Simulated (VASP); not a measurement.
Runs of VASP 6.6.1 on Y. The structure is that of space group Fm-3m (No. 225), or close to it. The cells are those of the table. This isn't the form of Y at room conditions, which is hcp.

```tsv
level	potentials or basis	spin	cell	k mesh	cutoff (eV)	smearing	dipole correction	grid for exact exchange (PRECFOCK)	share of exact exchange	tolerance level	purpose	gap on the mesh (eV)	pressure (GPa)	moment (μB)
LDA	VASP PAW LDA potentials, release 64 (Y_sv)	collinear, zero start	a = 3.609 Å, angles 60.0°, 1 atom	9 × 9 × 9	500	fermi-dirac 0.1 eV	no	-	-	-	-	none	-4.5	0.00
PBE	VASP PAW PBE potentials, release 64 (Y_sv)	non-collinear, zero start, SOC	a = 3.609 Å, angles 60.0°, 1 atom	9 × 9 × 9	520	methfessel-paxton 0.15 eV	no	-	-	-	-	-	-1.0	0.00
LDA	VASP PAW LDA potentials, release 64 (Y_sv)	collinear	a = 3.609 Å, angles 60.0°, 1 atom	9 × 9 × 9	520	gaussian 0.05 eV	no	-	-	-	-	none	(b)	0.00
BHLYP	VASP PAW PBE potentials, release 64 (Y_sv)	off	a = 3.888 Å, angles 60.0°, 1 atom	5 × 5 × 5	400	fermi-dirac 0.05 eV	no	Normal	0.5	-	-	none	-4.8	-
PBEsol	VASP PAW PBE potentials, release 64 (Y_sv)	off	a = 3.609 Å, angles 60.0°, 1 atom	27 × 27 × 27	410	tetrahedron 0.1 eV	-	-	-	tight	density of states	none	-	-
PBEsol+D4	VASP PAW PBE potentials, release 64 (Y_sv)	collinear	a = 3.703 Å, angles 60.0°, 1 atom	9 × 9 × 9	520	tetrahedron 0.05 eV	no	-	-	-	-	-	-	0.00
PBEsol	VASP PAW PBE potentials, release 64 (Y_sv)	non-collinear, typed start, SOC	a = 3.560 Å, angles 60.0°, 1 atom	9 × 9 × 9	520	gaussian 0.1 eV	no	-	-	-	-	-	-1.4	0.00
b88 exchange, pbe correlation	VASP PAW PBE potentials, release 64 (Y_sv)	off	a = 3.609 Å, angles 60.0°, 1 atom	9 × 9 × 9	500	tetrahedron	no	-	-	-	-	none	(a)	-
```

Alike in all rows: task single point.

Fill in the values left out.

(a) -1.2; (b) -4.6.

Caveats: some runs use coarse meshes; the PAW data sets were made with another functional, which shifts forces and pressure a little (at least some runs); tetrahedron occupations give inexact forces and stress in metals (at least some runs); the cell stands under tension (at least some runs).

A k mesh can miss the band edges, and rows without SOC leave out spin-orbit coupling on Y.

A gap of «none» marks levels without a gap at the run's occupations.
